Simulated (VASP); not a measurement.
Here is a VASP 6.6.1 calculation.

The input INCAR:

```
PREC = Accurate
ENCUT = 520
EDIFF = 1E-7
ISMEAR = 0
SIGMA = 0.15
LREAL = False
LASPH = True
NELM = 80
ALGO = Fast
ISIF = 2
LWAVE = False
LCHARG = False
NBANDS = 10
```

Contents of KPOINTS:

```
Automatic mesh
0
Gamma
  20 20 20
```

File POSCAR:

```
Na
1.0
   -1.9141612958      1.9141612958      2.5664719178
    1.9141612958     -1.9141612958      2.5664719178
    1.9141612958      1.9141612958     -2.5664719178
Na
1
Direct
    0.0000000000      0.0000000000      0.0000000000
```

Potentials or basis: VASP PAW LDA potentials, release 64 (Na_pv).

Command:

```sh
$ cat potpaw_LDA.64/Na_pv/POTCAR > POTCAR
$ mpirun -np 1 vasp_std > vasp.out
```

(1) Estimate the pressure.

(2) Predict the band gap on the k mesh.

Answers

(1) -0.9 GPa.

(2) zero (an odd number of electrons rules out a gap without spin polarisation).
